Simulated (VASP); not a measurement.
Wanted: the native input for a VASP 6.6.1 run.

```
Task                   : relaxation of cell and atoms
Functional             : PBE
Potentials or basis    : VASP PAW PBE potentials, release 64 (Sr_sv, Zn)
Cutoff                 : 600 eV
k mesh                 : 4 × 4 × 4
Occupations            : fermi-dirac, width 0.15 eV
Spin                   : no spin polarisation
Target pressure        : 10 GPa
Dipole correction      : no
Further INCAR settings : ALGO = Normal; EDIFF = 1e-06; IBRION = 2; EDIFFG = -0.05; NSW = 80; ISIF = 3
```

The structure of Sr3Zn lies in POSCAR:

```
Sr3Zn
1.0
    5.4799420000      0.0000000000      0.0000000000
    0.0000000000      5.4799420000      0.0000000000
    0.0000000000      0.0000000000      5.4799420000
Sr Zn
3 1
Direct
    0.5000000000      0.0000000000      0.5000000000
    0.5000000000      0.5000000000      0.0000000000
    0.0000000000      0.5000000000      0.5000000000
    0.0000000000      0.0000000000      0.0000000000
```

These files were run (other wordings do the same):

INCAR

```
PREC     = Accurate       # precision mode
ENCUT    = 600            # plane-wave cutoff, eV
EDIFF    = 1E-6           # SCF threshold, eV
ISMEAR   = -1             # smearing method
SIGMA    = 0.15           # smearing width, eV
LREAL    = F              # projectors in reciprocal space
LASPH    = T              # aspherical terms in the spheres
NELM     = 100            # most SCF steps
ALGO     = Normal         # electronic algorithm
ISIF     = 3              # what is computed and relaxed
LWAVE    = F              # write WAVECAR
LCHARG   = F              # write CHGCAR
GGA      = PE             # functional
IBRION   = 2              # ionic algorithm
NSW      = 80             # ionic steps
EDIFFG   = -0.05          # ionic threshold
PSTRESS  = 100.0
```

KPOINTS

```
Automatic mesh
0
Gamma
  4 4 4
```

Potentials or basis: VASP PAW PBE potentials, release 64 (Sr_sv, Zn).

The run is started by

```sh
$ cat potpaw_PBE.64/Sr_sv/POTCAR potpaw_PBE.64/Zn/POTCAR > POTCAR
$ mpirun -np 1 vasp_std > vasp.out
```

It gave:

* Relaxed volume: 28.39 Å³/atom
* Relaxed cell: a = 4.843 Å, b = 4.843 Å, c = 4.843 Å, α = 90.00°, β = 90.00°, γ = 90.00°
* Space group after relaxing (to 0.05 Å): Pm-3m (No. 221)
* Energy change on relaxing (the enthalpy is what falls): +307.3 meV/atom
* Ionic steps: 3
* Pressure after relaxing: 10.1 GPa
* Band gap on the k mesh: zero (band 21 reaches 3.79 eV, above the bottom of band 22 at 3.08 eV)

Caveat: the cell is relaxed towards a set pressure, so the enthalpy falls and the energy may rise; the volume moved by over 15 % at a fixed basis, so the end points are rough.

It took 6.2 min on 1 thread of AMD EPYC 7R13, with other jobs on the host, peak memory 0.33 GiB.
